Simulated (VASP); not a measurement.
# Si (P6_3/mmc) in VASP: notebook, part 2 of 2

VASP 6.6.1. The steps go on from the part before.

### Step 4. Single point, revPBE

This run uses another cell than the first one, of 14.57 Å³/atom, 0.926 times its volume.

INCAR reads:

```
SYSTEM = Si
PREC = Accurate
ENCUT = 520
EDIFF = 1E-6
ISMEAR = -1
SIGMA = 0.1
LREAL = .FALSE.
LASPH = .TRUE.
NELM = 100
ALGO = Normal
ISIF = 2
LWAVE = .FALSE.
LCHARG = .FALSE.
GGA = RE
NBANDS = 16
```

KPOINTS reads:

```
Automatic mesh
0
G
  17 17 5
  0 0 0
```

POSCAR reads:

```
Si
1.0
    2.7275240995      0.0000000000      0.0000000000
   -1.3637620498      2.3621051596      0.0000000000
    0.0000000000      0.0000000000      9.0476614328
Si
4
Direct
    0.0000000000      0.0000000000      1.0000000000
    0.0000000000      0.0000000000      0.5000000000
    0.3333333333      0.6666666667      0.2500000000
    0.6666666667      0.3333333333      0.7500000000
```

Run with:

```console
$ cat potpaw_PBE.64/Si/POTCAR > POTCAR
$ mpirun -np 1 vasp_std > vasp.out
```

Run time: 64 s. Hardware: 1 thread of Intel Xeon Platinum 8259CL at 2.50GHz (Skylake/Cascade Lake), shared host; peak memory 0.2 GiB.

The run converged. Its results:

| Quantity | Value |
| --- | --- |
| Free energy | -18.7062 eV |
| Pressure | -0.4 GPa |
| Band gap on the k mesh | zero (band 8 reaches 18.68 eV, above the bottom of band 9 at 7.09 eV) |

Stress tensor (GPa, compression positive):
```
-0.99  0.00  0.00
 0.00 -0.99  0.00
 0.00  0.00  0.65
```

Levels at points of the mesh, in eV from the Fermi level:
```
           k point  band 5  band 6  band 7  band 8  band 9  band 10  band 11  band 12
(0.00, 0.00, 0.00)   -6.98    1.00    1.00    8.50    8.50     9.05     9.05     9.74
```

Caveat: the PAW data sets were made with another functional, which shifts forces and pressure a little.

### Step 5. Relaxation of cell and atoms, revPBE

This run uses another cell than the first one, of 15.02 Å³/atom, 0.954 times its volume.

INCAR reads:

```
ALGO = Normal ; EDIFF = 1E-7
EDIFFG = -0.01 ; ENCUT = 600
GGA = RE ; IBRION = 2
ISIF = 3 ; ISMEAR = -1
LASPH = T ; LCHARG = F
LREAL = F ; LWAVE = F
NELM = 60 ; NSW = 80
PREC = Accurate ; SIGMA = 0.1
```

KPOINTS reads:

```
k-points
0
Gamma
  13 13 4
```

POSCAR reads:

```
Si
1.0
    2.7691764586      0.0000000000      0.0000000000
   -1.3845882293      2.3981771607      0.0000000000
    0.0000000000      0.0000000000      9.0441303138
Si
4
Direct
    0.0000000000      0.0000000000      0.0000000000
    0.0000000000      0.0000000000      0.5000000000
    0.3333333333      0.6666666667      0.2500000000
    0.6666666667      0.3333333333      0.7500000000
```

Potentials or basis: VASP PAW PBE potentials, release 64 (Si).

Run with:

```console
$ cat potpaw_PBE.64/Si/POTCAR > POTCAR
$ mpirun -np 1 vasp_std > vasp.out
```

OUTCAR:

```text
EDIFF = 1E-7
   EDIFFG = -0.01
   ENCUT = 600
   GGA = RE
   IBRION = 2
   ISIF = 3
   ISMEAR = -1
   LASPH = T
   LREAL = F
   NELM = 60
   NSW = 80
   PREC = Accurate

 ion  position               nearest neighbor table
   1  0.000  0.000  0.000-   3 2.77   4 2.77   3 2.77   4 2.77   4 2.77   3 2.77
   2  0.000  0.000  0.500-   3 2.77   4 2.77   3 2.77   4 2.77   4 2.77   3 2.77
   3  0.333  0.667  0.250-   1 2.77   2 2.77   1 2.77   2 2.77   1 2.77   2 2.77
   4  0.667  0.333  0.750-   1 2.77   2 2.77   1 2.77   2 2.77   1 2.77   2 2.77

  LATTYP: Found a hexagonal cell.
 ALAT       =     2.7691764586
 C/A-ratio  =     3.2660000000

  Lattice vectors:

 A1 = (   2.7691764586,   0.0000000000,   0.0000000000)
 A2 = (  -1.3845882293,   2.3981771607,   0.0000000000)
 A3 = (   0.0000000000,   0.0000000000,   9.0441303138)

Analysis of symmetry for initial positions (statically):
=====================================================================
 Subroutine PRICEL returns:
 Original cell was already a primitive cell.

 Routine SETGRP: Setting up the symmetry group for a
 hexagonal supercell.

 Subroutine GETGRP returns: Found 24 space group operations
 (whereof 12 operations were pure point group operations)
 out of a pool of 24 trial point group operations.

The static configuration has the point symmetry D_3d.
 The point group associated with its full space group is D_6h.

Analysis of symmetry for dynamics (positions and initial velocities):
=====================================================================
 Subroutine PRICEL returns:
 Original cell was already a primitive cell.

 Routine SETGRP: Setting up the symmetry group for a
 hexagonal supercell.

 Subroutine GETGRP returns: Found 24 space group operations
 (whereof 12 operations were pure point group operations)
 out of a pool of 24 trial point group operations.

The dynamic configuration has the point symmetry D_3d.
 The point group associated with its full space group is D_6h.

 Subroutine INISYM returns: Found 24 space group operations
 (whereof 12 operations are pure point group operations),
 and found     1 'primitive' translations

----------------------------------------------------------------------------------------

                                     Primitive cell

[... 109 lines left out ...]
   ISMEAR =    -1;   SIGMA  =   0.10  broadening in eV -4-tet -1-fermi 0-gaus
   EFERMI_NEDOS =   21; number of points for ismear=-14 and -15
   IALGO  =     38    algorithm
   IMIX   =      4    mixing-type and parameters
     AMIX     =   0.40;   BMIX     =  1.00
     AMIX_MAG =   1.60;   BMIX_MAG =  1.00
  volume/ion in A,a.u.               =      15.02       101.33
  Fermi-wavevector in a.u.,A,eV,Ry     =   1.053372  1.990585 15.096934  1.109593
  Thomas-Fermi vector in A             =   2.188491
   LORBIT       =      0    0 simple, 1 ext, 2 COOP (PROOUT), +10 PAW based schemes
   GGA     = RE    functional components
   LHFCALC =     F    Hartree Fock is set to
   AEXX    =    0.0000 exact exchange contribution
   IVDW    =     0    specifies the selected vdW correction
   LEPSILON=     F    determine dielectric tensor
   LRPA    =     F    only Hartree local field effects (RPA)
 conjugate gradient relaxation of ions
 non-spin polarized calculation
  energy-cutoff  :      600.00
  volume of cell :       60.06
 maximum number of plane-waves:      2046
 NGX is ok and might be reduce to    24
   NGX = 11   NGY = 11   NGZ = 37

--------------------------------------- Ionic step        1  -------------------------------------------

 number of electron      16.0000001 magnetization

 Free energy of the ion-electron system (eV)
  ---------------------------------------------------
  ext. energy  EPLUGINS =         0.00000000
  ---------------------------------------------------
  free energy    TOTEN  =       -18.68154405 eV

  energy without entropy =      -18.62730115  energy(sigma->0) =      -18.65442260

 E-fermi :   9.6980     XC(G=0): -11.0383

 val. band max:        9.6819848769   @ k =   0.3846   0.1538   0.0000
 cond. band min:       9.7001623779   @ k =   0.3077   0.3077   0.0000
 fundamental gap:      0.0181775011
 Fermi energy:         9.6979949409

 k-point     1 :       0.0000    0.0000    0.0000
  band No.  band energies     occupation
      1      -4.3720      2.00000
      2      -2.6041      2.00000
      3      -2.6031      2.00000
      4       2.2485      2.00000
      5       3.0196      2.00000
      6      11.0215      0.00000
      7      11.0234      0.00000
      8      17.7461      0.00000
      9      17.7461      0.00000
     10      18.3255      0.00000
     11      18.3255      0.00000
     12      18.9670      0.00000
[... 534 lines left out ...]
--------------------------------------- Ionic step        6  -------------------------------------------

 number of electron      16.0000000 magnetization

 Free energy of the ion-electron system (eV)
  ---------------------------------------------------
  ext. energy  EPLUGINS =         0.00000000
  ---------------------------------------------------
  free energy    TOTEN  =       -18.70214443 eV

  energy without entropy =      -18.65327723  energy(sigma->0) =      -18.67771083

 E-fermi :  10.1566     XC(G=0): -11.1793

 val. band max:       10.1193638289   @ k =   0.3077   0.3077   0.0000
 cond. band min:      10.3001528480   @ k =   0.3077   0.3077   0.2500
 fundamental gap:      0.1807890191
 Fermi energy:        10.1566454353

 k-point     1 :       0.0000    0.0000    0.0000
  band No.  band energies     occupation
      1      -4.2359      2.00000
      2      -2.4669      2.00000
      3      -2.4614      2.00000
      4       2.3840      2.00000
      5       3.1850      2.00000
      6      11.1969      0.00006
      7      11.1976      0.00006
      8      18.7518      0.00000
      9      18.7518      0.00000
     10      19.2963      0.00000
     11      19.2963      0.00000
     12      20.0002      0.00000
[... 376 lines left out ...]
  FREE ENERGIE OF THE ION-ELECTRON SYSTEM (eV)
  ---------------------------------------------------
  free  energy   TOTEN  =       -18.7021444306 eV

  energy  without entropy=      -18.6532772266  energy(sigma->0) =      -18.67771083

 reached required accuracy - stopping structural energy minimisation
```

OSZICAR:

```text
N       E                     dE             d eps       ncg     rms          rms(c)
DAV:   1     0.299645404516E+02    0.29965E+02   -0.69141E+03  1512   0.124E+03
DAV:   2    -0.160947971947E+02   -0.46059E+02   -0.43498E+02  1944   0.148E+02
DAV:   3    -0.187228799286E+02   -0.26281E+01   -0.24648E+01  2112   0.286E+01
[... 40 lines left out ...]
       N       E                     dE             d eps       ncg     rms          rms(c)
DAV:   1    -0.187021465611E+02   -0.48957E-05   -0.15689E-04  1752   0.756E-02    0.784E-03
DAV:   2    -0.187021452035E+02    0.13576E-05   -0.32832E-06  1844   0.139E-02    0.445E-03
DAV:   3    -0.187021444318E+02    0.77165E-06   -0.15133E-06  1788   0.704E-03    0.384E-04
DAV:   4    -0.187021444306E+02    0.12554E-08   -0.59678E-08   896   0.182E-03
   6 F= -.18702144E+02 E0= -.18677711E+02  d E =-.151717E-02
```

CONTCAR:

```text
Si
   1.00000000000000
     2.7225484261497224    0.0000000000000000    0.0000000000000000
    -1.3612742130748612    2.3577961000700487    0.0000000000000000
     0.0000000000000000   -0.0000000000000000    9.0346030816413538
  Si
     4
Direct
     1.0000000000000000    0.0000000000000000    0.0000000000000000
     1.0000000000000000    0.0000000000000000    0.5000000000000000
     0.3333333332999970    0.6666666667000030    0.2500000000000000
     0.6666666667000030    0.3333333332999970    0.7500000000000000

  0.00000000E+00  0.00000000E+00  0.00000000E+00
  0.00000000E+00  0.00000000E+00  0.00000000E+00
  0.00000000E+00  0.00000000E+00  0.00000000E+00
  0.00000000E+00  0.00000000E+00  0.00000000E+00
```

Run time: 2.3 min. Hardware: 1 thread of Intel Xeon Platinum 8259CL at 2.50GHz (Skylake/Cascade Lake), shared host; peak memory 0.21 GiB.

Results:

| Property | Result |
| --- | --- |
| Free energy | -18.7021 eV |
| Relaxed volume | 14.50 Å³/atom |
| Relaxed cell | a = 2.723 Å, b = 2.723 Å, c = 9.035 Å, α = 90.00°, β = 90.00°, γ = 120.00° |
| Space group after relaxing (to 0.05 Å) | P6_3/mmc (No. 194) |
| Energy gained by relaxing | 5.2 meV/atom |
| Ionic steps | 6 |
| Pressure after relaxing | 0.1 GPa |

The path:
```csv
step,energy change (eV),largest force (eV/Å),pressure (GPa),volume (Å³)
1,0.0000,0.0000,-2.67,60.06
2,-0.0191,0.0000,0.20,57.91
3,-0.0191,0.0000,0.13,57.97
4,-0.0202,0.0000,0.11,57.98
5,-0.0206,0.0000,0.09,57.99
6,-0.0206,0.0000,0.09,58.00
```

Final structure:
```
Si
1.0
     2.72255    0.00000    0.00000
    -1.36127    2.35780    0.00000
     0.00000    0.00000    9.03460
Si
4
Direct
  0.00000 0.00000 0.00000
  0.00000 0.00000 0.50000
  0.33333 0.66667 0.25000
  0.66667 0.33333 0.75000
```

Caveat: the bands computed are all filled at some k points, so no gap is given; the PAW data sets were made with another functional, which shifts forces and pressure a little.

### Step 6. Summary

| task | cell | k mesh | cutoff (eV) | gap on the mesh (eV) | pressure (GPa) |
| --- | --- | --- | --- | --- | --- |
| single point | a = 2.798, b = 2.798, c = 9.283 Å, angles 90.0, 90.0, 120.0°, 4 atoms | 15 × 15 × 4 | 520 | none | -5.7 |
| single point | a = 2.833, b = 2.833, c = 9.396 Å, angles 90.0, 90.0, 120.0°, 4 atoms | 15 × 15 × 4 | 520 | none | -7.6 |
| single point | a = 2.728, b = 2.728, c = 9.048 Å, angles 90.0, 90.0, 120.0°, 4 atoms | 17 × 17 × 5 | 520 | none | -0.4 |
| relaxation of cell and atoms | relaxed from a = 2.769, b = 2.769, c = 9.044 Å, angles 90.0, 90.0, 120.0°, 4 atoms | 13 × 13 × 4 | 600 | - | 0.1 |

Alike in all rows: level revPBE; potentials or basis VASP PAW PBE potentials, release 64 (Si); no spin polarisation; smearing fermi-dirac 0.1 eV.

Caveats: the PAW data sets were made with another functional, which shifts forces and pressure a little; the bands computed are all filled at some k points, so no gap is given (some runs).

Total energies depend on the potentials used, so only differences within one code and one set of settings carry meaning.
